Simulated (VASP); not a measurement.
## Na: single point with PBE

The system is Na.

```
Na
1.0
    -2.14100    2.14100    2.14100
     2.14100   -2.14100    2.14100
     2.14100    2.14100   -2.14100
Na
1
Direct
  0.00000 0.00000 0.00000
```

- Program: VASP 6.6.1
- Task: single point
- Functional: PBE
- Potentials or basis: VASP PAW PBE potentials, release 64 (Na_pv)
- Cutoff: 520 eV
- k mesh: 5 × 5 × 5
- Occupations: fermi-dirac, width 0.04 eV
- Spin: no spin polarisation

```
Pressure : -0.5 GPa
```

Levels at points of the mesh, in eV from the Fermi level:
```tsv
k point	band 1	band 2	band 3	band 4	band 5	band 6
(0.00, 0.00, 0.00)	-25.04	-25.04	-25.04	-3.26	11.27	11.27
```

It took 2.7 s on 1 thread of AMD EPYC 9R45 96-Core Processor (Zen 5), on a shared host, peak memory 0.11 GiB.

Caveat: the k points lie up to 0.42 Å⁻¹ apart.
